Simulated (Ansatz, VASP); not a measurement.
# Mg9O8: VASP beside Ansatz

```
Mg O
1.0
     0.00000    4.22500    4.22500
     4.22500    0.00000    4.22500
     4.22500    4.22500    0.00000
Mg O
9 8
Direct
  0.99796 0.99733 0.00373
  0.99796 0.99734 0.50081
  0.00228 0.49357 0.00196
  0.07454 0.47506 0.47509
  0.49461 0.00142 0.00190
  0.47490 0.07544 0.47475
  0.48304 0.48264 0.05531
  0.48283 0.48246 0.47893
  0.63784 0.63899 0.61126
  0.24275 0.24197 0.24193
  0.24270 0.24195 0.77315
  0.24459 0.77025 0.24247
  0.25101 0.74180 0.75356
  0.77070 0.24402 0.24252
  0.74245 0.25143 0.75301
  0.74877 0.74741 0.23111
  0.74854 0.74727 0.77255
```

Alike in both runs: functional PBE; dispersion D3(BJ); k mesh 2 × 2 × 2; occupations gaussian, width 0.02 eV; no spin polarisation.

Ansatz relaxed the structure, and its values are those at the end. VASP's run is a single point on that final structure, the one shown.

|  | VASP | Ansatz |
| --- | --- | --- |
| version | VASP 6.6.1 | Ansatz 0.2.0 |
| potentials or method | VASP PAW PBE potentials, release 64 (Mg, O), cutoff 520 eV | scalar-relativistic, plane waves, PAW |
| valence electrons in the cell | 66 | 138 |

```csv
,VASP,Ansatz,Ansatz less VASP
rms of the force components (eV/Å),0.014,0.008,-0.0064
```

VASP's potentials hold 66 valence electrons a cell and Ansatz's 138, so a difference there can come from the potentials and not from the codes.

The k mesh is coarse, so the values compare programs but aren't converged.
